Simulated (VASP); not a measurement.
Set up this calculation in VASP 6.6.1, as the native input.

```yaml
Task: single point
Functional: PBE
Potentials_or_basis: VASP PAW PBE potentials, release 64 (Fe, Pt)
Cutoff: 600 eV
k_mesh: 6 × 6 × 4
Occupations: gaussian, width 0.1 eV
Spin: collinear spin, ferromagnetic start
Starting_moments: "[4.0, 0.0] μB"
Dipole_correction: no
Further_INCAR_settings: ALGO = Normal; EDIFF = 1e-06; NBANDS = 20
```

The structure of FePt lies in POSCAR:

```
FePt
1.0
    2.7173902878      0.0000000029      0.0000000000
   -1.3586951464      2.3533290198      0.0000000000
    0.0000000000      0.0000000000      4.4017896456
Fe Pt
1 1
Direct
    0.6666666667      0.3333333333      0.5000000000
    0.3333333333      0.6666666667      0.0000000000
```

These files were run (other wordings do the same):

INCAR

```
PREC = Accurate ; ENCUT = 600
EDIFF = 1E-6 ; ISMEAR = 0
SIGMA = 0.1 ; LREAL = False
LASPH = True ; NELM = 200
ALGO = Normal ; ISIF = 2
LWAVE = False ; LCHARG = False
ISPIN = 2 ; MAGMOM = 4 0
LORBIT = 11 ; LMAXMIX = 4
GGA = PE ; NBANDS = 20
GGA_COMPAT = False
```

KPOINTS

```
Automatic mesh
0
Gamma
  6 6 4
```

Potentials or basis: VASP PAW PBE potentials, release 64 (Fe, Pt).

Command:

```sh
$ cat potpaw_PBE.64/Fe/POTCAR potpaw_PBE.64/Pt/POTCAR > POTCAR
$ mpirun -np 1 vasp_std > vasp.out
```

Results of the run:

```yaml
Pressure: -0.6 GPa
Net_moment: 3.14 μB per cell
Site_moments: Fe +2.88; Pt +0.25 μB
Valence_electrons_inside_the_program's_atomic_spheres: Fe 6.96; Pt 9.40
```

Caveat: the k points lie up to 0.44 Å⁻¹ apart.

Wall time 13 s on 1 thread of Intel(R) Xeon(R) 6975P-C (Granite Rapids), with other jobs on the host, peak memory 0.18 GiB.
